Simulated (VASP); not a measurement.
# Bi (I4/mmm) in VASP: single point with LDA

Aim: the single point of Bi with LDA.

Everything below comes from runs of VASP 6.6.1. Logs are shortened: lines on timing, memory, paths and dates and some standing lists are left out, and cuts for length are marked.

## 1. The cell of the first run

It takes space group I4/mmm (No. 139, tetragonal). The conventional cell has a = 4.082 Å, b = 4.082 Å, c = 3.844 Å, α = 90.00°, β = 90.00°, γ = 90.00°. Bi (site symmetry 4/mmm) has 14 Bi at 3.47 to 4.08 Å within 4.6 Å.

## 2. Single point, LDA (strain +0.030 along x and y, -0.030 along z)

INCAR reads:

```
PREC = Accurate
ENCUT = 520
EDIFF = 1E-6
ISMEAR = 0
SIGMA = 0.15
LREAL = False
LASPH = True
NELM = 100
ALGO = Fast
ISIF = 2
LWAVE = False
LCHARG = True
GGA = CA
LELF = True
LVHAR = True
NBANDS = 14
```

KPOINTS reads:

```
Automatic mesh
0
Gamma
  18 18 18
```

POSCAR reads:

```
Bi
1.0
   -2.0408734478      2.0408734478      1.9219876158
    2.0408734478     -2.0408734478      1.9219876158
    2.0408734478      2.0408734478     -1.9219876158
Bi
1
Direct
    0.0000000000      0.0000000000      0.0000000000
```

Potentials or basis: VASP PAW LDA potentials, release 64 (Bi_d).

Launch:

```console
cat potpaw_LDA.64/Bi_d/POTCAR > POTCAR
mpirun -np 1 vasp_std > vasp.out
```

OUTCAR:

```text
PREC = Accurate
   ENCUT = 520
   EDIFF = 1E-6
   ISMEAR = 0
   LREAL = False
   LASPH = True
   NELM = 100
   ISIF = 2
   GGA = CA

 ion  position               nearest neighbor table
   1  0.000  0.000  0.000-

  LATTYP: Found a body centered tetragonal cell.
 ALAT       =     4.0817468956
 C/A-ratio  =     0.9417475728

  Lattice vectors:

 A1 = (  -2.0408734478,   2.0408734478,   1.9219876158)
 A2 = (   2.0408734478,  -2.0408734478,   1.9219876158)
 A3 = (   2.0408734478,   2.0408734478,  -1.9219876158)

Analysis of symmetry for initial positions (statically):
=====================================================================
 Subroutine PRICEL returns:
 Original cell was already a primitive cell.

 Routine SETGRP: Setting up the symmetry group for a
 body centered tetragonal supercell.

 Subroutine GETGRP returns: Found 16 space group operations
 (whereof 16 operations were pure point group operations)
 out of a pool of 16 trial point group operations.

The static configuration has the point symmetry D_4h.

Analysis of symmetry for dynamics (positions and initial velocities):
=====================================================================
 Subroutine PRICEL returns:
 Original cell was already a primitive cell.

 Routine SETGRP: Setting up the symmetry group for a
 body centered tetragonal supercell.

 Subroutine GETGRP returns: Found 16 space group operations
 (whereof 16 operations were pure point group operations)
 out of a pool of 16 trial point group operations.

The dynamic configuration has the point symmetry D_4h.

 Subroutine INISYM returns: Found 16 space group operations
 (whereof 16 operations are pure point group operations),
 and found     1 'primitive' translations

----------------------------------------------------------------------------------------

                                     Primitive cell

  volume of cell :      32.0216

  direct lattice vectors                    reciprocal lattice vectors
    -2.040873448  2.040873448  1.921987616     0.000000000  0.244993143  0.260147358
     2.040873448 -2.040873448  1.921987616     0.244993143  0.000000000  0.260147358
     2.040873448  2.040873448 -1.921987616     0.244993143  0.244993143  0.000000000

  length of vectors
     3.467616653  3.467616653  3.467616653     0.357348972  0.357348972  0.346472625

  position of ions in fractional coordinates (direct lattice)
     0.000000000  0.000000000  0.000000000

  ion indices of the primitive-cell ions
   primitive index   ion index
                 1           1

----------------------------------------------------------------------------------------

 KPOINTS: Automatic mesh

Automatic generation of k-mesh.
 Grid dimensions read from file:
 generate k-points for:   18   18   18

 Generating k-lattice:

  Cartesian coordinates                     Fractional coordinates (reciprocal lattice)
     0.000000000  0.013610730  0.014452631     0.055555556  0.000000000 -0.000000000
     0.013610730  0.000000000  0.014452631     0.000000000  0.055555556 -0.000000000
     0.013610730  0.013610730  0.000000000     0.000000000  0.000000000  0.055555556

  Length of vectors
     0.019852721  0.019852721  0.019248479

  Shift w.r.t. Gamma in fractional coordinates (k-lattice)
     0.000000000  0.000000000  0.000000000

 Subroutine IBZKPT returns following result:
 ===========================================

 Found    480 irreducible k-points:

 Following reciprocal coordinates:
            Coordinates               Weight
  0.000000  0.000000  0.000000      1.000000
  0.055556  0.000000  0.000000      8.000000
  0.111111  0.000000  0.000000      8.000000
  0.166667 -0.000000  0.000000      8.000000
  0.222222  0.000000  0.000000      8.000000
  0.277778  0.000000 -0.000000      8.000000
[... 16 lines left out ...]
 -0.277778  0.055556  0.000000     16.000000
 -0.222222  0.055556  0.000000     16.000000
 [... further k-points ...]
   k-points           NKPTS =    480   k-points in BZ     NKDIM =    480   number of bands    NBANDS=     14
   number of dos      NEDOS =    301   number of ions     NIONS =      1
   total plane-waves  NPLWV =  21952
   dimension x,y,z NGX =    28 NGY =   28 NGZ =   28
   dimension x,y,z NGXF=    56 NGYF=   56 NGZF=   56
   ions per type =               1
   NGX,Y,Z   is equivalent  to a cutoff of  13.42, 13.42, 13.42 a.u.
   NGXF,Y,Z  is equivalent  to a cutoff of  26.85, 26.85, 26.85 a.u.
 SYSTEM =  unknown system
   PREC   = accura    normal or accurate (medium, high low for compatibility)
   ISTART =      0    job   : 0-new  1-cont  2-samecut
   ICHARG =      2    charge: 1-file 2-atom 10-const
   ISPIN  =      1    spin polarized calculation?
   LNONCOLLINEAR =      F non collinear calculations
   LSORBIT =      F    spin-orbit coupling
   LASPH  =      T    aspherical Exc in radial PAW
   ENCUT  =  520.0 eV  38.22 Ry    6.18 a.u.   6.45  6.45  6.45*2*pi/ulx,y,z
   NELM   =    100;   NELMIN=  2; NELMDL= -5     # of ELM steps
   EDIFF  = 0.1E-05   stopping-criterion for ELM
   LREAL  =      F    real-space projection
   EDIFFG = 0.1E-04   stopping-criterion for IOM
   NSW    =      0    number of steps for IOM
   IBRION =     -1    ionic relax: 0-MD 1-quasi-New 2-CG
   NFREE  =      0    steps in history (QN), initial steepest desc. (CG)
   ISIF   =      2    stress and relaxation
   ISYM   =      2    0-nonsym 1-usesym 2-fastsym
   POTIM  = 0.5000    time-step for ionic-motion
   TEBEG  =    0.0;   TEEND  =   0.0 temperature during run
   PSTRESS=    0.0 pullay stress
   NELECT =      15.0000    total number of electrons
   NUPDOWN=      -1.0000    fix difference up-down
   EMIN   =  10.00;   EMAX   =-10.00  energy-range for DOS
   EFERMI =   0.00;   METHOD = LEGACY
   ISMEAR =     0;   SIGMA  =   0.15  broadening in eV -4-tet -1-fermi 0-gaus
   EFERMI_NEDOS =   21; number of points for ismear=-14 and -15
   IALGO  =     68    algorithm
   IMIX   =      4    mixing-type and parameters
     AMIX     =   0.40;   BMIX     =  1.00
     AMIX_MAG =   1.60;   BMIX_MAG =  1.00
  volume/ion in A,a.u.               =      32.02       216.09
  Fermi-wavevector in a.u.,A,eV,Ry     =   1.271426  2.402646 21.994137  1.616523
  Thomas-Fermi vector in A             =   2.404359
   LORBIT       =      0    0 simple, 1 ext, 2 COOP (PROOUT), +10 PAW based schemes
   GGA     = CA    functional components
   LHFCALC =     F    Hartree Fock is set to
   AEXX    =    0.0000 exact exchange contribution
   IVDW    =     0    specifies the selected vdW correction
   LEPSILON=     F    determine dielectric tensor
   LRPA    =     F    only Hartree local field effects (RPA)
 non-spin polarized calculation
 RMM-DIIS sequential band-by-band and
 Gauss-broadening in eV      SIGMA  =   0.15
  energy-cutoff  :      520.00
  volume of cell :       32.02
 maximum number of plane-waves:       890
 NGX is ok and might be reduce to    28
   NGX = 13   NGY = 13   NGZ = 13

 number of electron      14.9999997 magnetization

 Free energy of the ion-electron system (eV)
  ---------------------------------------------------
  ext. energy  EPLUGINS =         0.00000000
  ---------------------------------------------------
  free energy    TOTEN  =        -4.42815934 eV

  energy without entropy =       -4.42045015  energy(sigma->0) =       -4.42430474

 E-fermi :   7.3109     XC(G=0): -10.3953

 val. band max:        7.3091993657   @ k =   0.3889   0.2778   0.1667
 cond. band min:       7.3218651033   @ k =  -0.3333   0.3333   0.3333
 fundamental gap:      0.0126657376
 Fermi energy:         7.3109048569

 k-point     1 :       0.0000    0.0000    0.0000
  band No.  band energies     occupation
      1     -15.6403      2.00000
      2     -15.6259      2.00000
      3     -15.6259      2.00000
      4     -15.5285      2.00000
      5     -15.5021      2.00000
      6      -6.0223      2.00000
      7      12.0442      0.00000
      8      12.0442      0.00000
      9      12.3616      0.00000
     10      16.1384      0.00000
     11      17.6788      0.00000
     12      17.6788      0.00000
     13      18.1550      0.00000
     14      18.3348      0.00000

 k-point     2 :       0.0556    0.0000    0.0000
  band No.  band energies     occupation
      1     -15.6385      2.00000
      2     -15.6242      2.00000
      3     -15.6231      2.00000
      4     -15.5284      2.00000
      5     -15.5033      2.00000
      6      -5.9668      2.00000
      7      11.5807      0.00000
      8      11.8725      0.00000
      9      12.1642      0.00000
     10      16.5438      0.00000
     11      17.2402      0.00000
     12      17.2718      0.00000
     13      18.0315      0.00000
     14      18.5173      0.00000

 k-point     3 :       0.1111    0.0000    0.0000
  band No.  band energies     occupation
      1     -15.6389      2.00000
      2     -15.6196      2.00000
      3     -15.6093      2.00000
      4     -15.5278      2.00000
      5     -15.5067      2.00000
      6      -5.8011      2.00000
      7      10.3283      0.00000
      8      11.4303      0.00000
      9      11.9474      0.00000
     10      16.0712      0.00000
     11      16.6807      0.00000
     12      17.8007      0.00000
     13      17.8143      0.00000
     14      19.2137      0.00000
[... 324 lines left out ...]
 k-point    23 :      -0.2778    0.0556    0.0000
  band No.  band energies     occupation
      1     -15.6496      2.00000
      2     -15.6065      2.00000
      3     -15.5346      2.00000
      4     -15.5275      2.00000
      5     -15.5162      2.00000
      6      -4.9143      2.00000
      7       6.6275      2.00000
      8       9.7224      0.00000
      9      11.0133      0.00000
     10      14.5487      0.00000
     11      15.8252      0.00000
     12      18.1152      0.00000
     13      19.6846      0.00000
     14      21.5571      0.00000

 k-point    24 :      -0.2222    0.0556    0.0000
  band No.  band energies     occupation
      1     -15.6433      2.00000
      2     -15.6121      2.00000
      3     -15.5652      2.00000
      4     -15.5307      2.00000
      5     -15.5123      2.00000
      6      -5.3281      2.00000
      7       8.0338      0.00000
      8      10.3537      0.00000
      9      11.3685      0.00000
     10      15.1419      0.00000
     11      16.1794      0.00000
     12      17.8333      0.00000
     13      19.1292      0.00000
     14      20.5410      0.00000

 [... further k-points ...]

------------------------ aborting loop because EDIFF is reached ----------------------------------------

  FORCE on cell =-STRESS in cart. coord.  units (eV):
  Direction    XX          YY          ZZ          XY          YZ          ZX
  --------------------------------------------------------------------------------------
  -------------------------------------------------------------------------------------
  Total       -0.9041789     -0.9041789     -0.8504004      0.0000000      0.0000000      0.0000000
  in kB      -45.2399618    -45.2399618    -42.5491899      0.0000000      0.0000000      0.0000000
  external PRESSURE =     -44.3430378 kB  Pullay stress =       0.0000000 kB

 VOLUME and BASIS-vectors are now :
 -----------------------------------------------------------------------------
  energy-cutoff  :      520.00
  volume of cell :       32.02
      direct lattice vectors                 reciprocal lattice vectors
    -2.040873448  2.040873448  1.921987616     0.000000000  0.244993143  0.260147358
     2.040873448 -2.040873448  1.921987616     0.244993143  0.000000000  0.260147358
     2.040873448  2.040873448 -1.921987616     0.244993143  0.244993143  0.000000000

 POSITION                                       TOTAL-FORCE (eV/Angst)
 -----------------------------------------------------------------------------------
      0.00000      0.00000      0.00000         0.000000      0.000000      0.000000
 -----------------------------------------------------------------------------------
    total drift:                               -0.000000     -0.000000     -0.000000

  FREE ENERGIE OF THE ION-ELECTRON SYSTEM (eV)
  ---------------------------------------------------
  free  energy   TOTEN  =        -4.4281593408 eV

  energy  without entropy=       -4.4204501490  energy(sigma->0) =       -4.42430474
```

Wall time 84 s (1 thread of Intel Xeon 6975P-C (Granite Rapids), shared host); peak memory 0.29 GiB.

Results:

```
Free energy            : -4.4282 eV
Pressure               : -4.4 GPa
Band gap on the k mesh : zero (an odd number of electrons rules out a gap without spin polarisation)
```

Stress tensor (GPa, compression positive):
```
-4.52  0.00  0.00
 0.00 -4.52  0.00
 0.00  0.00 -4.25
```

Caveat: the cell differs from its parent crystal (strain +0.030 along x and y, -0.030 along z); the cell stands under tension; spin-orbit coupling is left out, which moves the levels of the heavy elements.
